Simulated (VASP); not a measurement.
WAu:

```xyz
2
Lattice="0.0000 2.9092 2.9092 2.9092 0.0000 2.9092 2.9092 2.9092 0.0000" Properties=species:S:1:pos:R:3 pbc="T T T"
W     0.0000    0.0000    0.0000
Au    4.3638    4.3638    4.3638
```

Base run:

| Item | Value |
| --- | --- |
| Program | VASP 6.6.1 |
| Functional | PBE |
| Potentials or basis | VASP PAW PBE potentials, release 64 (W_sv, Au) |
| Cutoff | 520 eV |
| k mesh | 8 × 8 × 8 |
| Occupations | gaussian, width 0.011 eV |
| Spin | no spin polarisation |

Its results: pressure 0.0 GPa.

The run is repeated on the same cell with these changes: functional from PBE to r2SCAN; occupations from gaussian, width 0.011 eV to fermi-dirac, width 0.05 eV. What comes out?

Pressure -2.9 GPa.

Caveats: the PAW data sets were made with another functional, which shifts forces and pressure a little (some runs).
